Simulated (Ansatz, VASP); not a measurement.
# Hf: VASP beside Ansatz

```
Hf
1.0
     3.19238    0.00000    0.00000
    -1.59619    2.76469    0.00000
     0.00000    0.00000    5.04504
Hf
2
Direct
  0.33333 0.66667 0.25000
  0.66667 0.33333 0.75000
```

Alike in both runs: task electric field gradients; functional PBEsol; k mesh 12 × 12 × 7; occupations tetrahedron; no spin polarisation.

|  | VASP | Ansatz |
| --- | --- | --- |
| version | VASP 6.6.1 | Ansatz 0.2.0 |
| potentials or method | VASP PAW PBE potentials, release 64 (Hf_pv) | PAW with Ansatz's default frozen-core files, scalar-relativistic |
| plane-wave cutoff (eV) | 520 | 420 |
| valence electrons in the cell | 20 | 52 |

Ansatz gave:

| Property | Result |
| --- | --- |
| gap on the k mesh at the Fermi level (eV) | none |
| pressure (GPa) | -3.3 |
| traceless stress, the component that is largest in VASP (GPa) | 0.13 |

Q: What did VASP give for the same quantities?

A: gap on the k mesh at the Fermi level (eV): none; pressure (GPa): -3.7; traceless stress, the component that is largest in VASP (GPa): 0.06.

VASP's potentials were made for PBE, not for PBEsol. A gap of «none» marks a metal or a gap that the smearing closes. The functional is the same, so the differences come from potentials, cutoffs and numerics. VASP's potentials hold 20 valence electrons a cell and Ansatz's 52, so a difference there can come from the potentials and not from the codes. Ansatz's warnings: band table not solved further, tetrahedron derivatives may miss energy slope.

Neither program's run includes spin-orbit coupling.
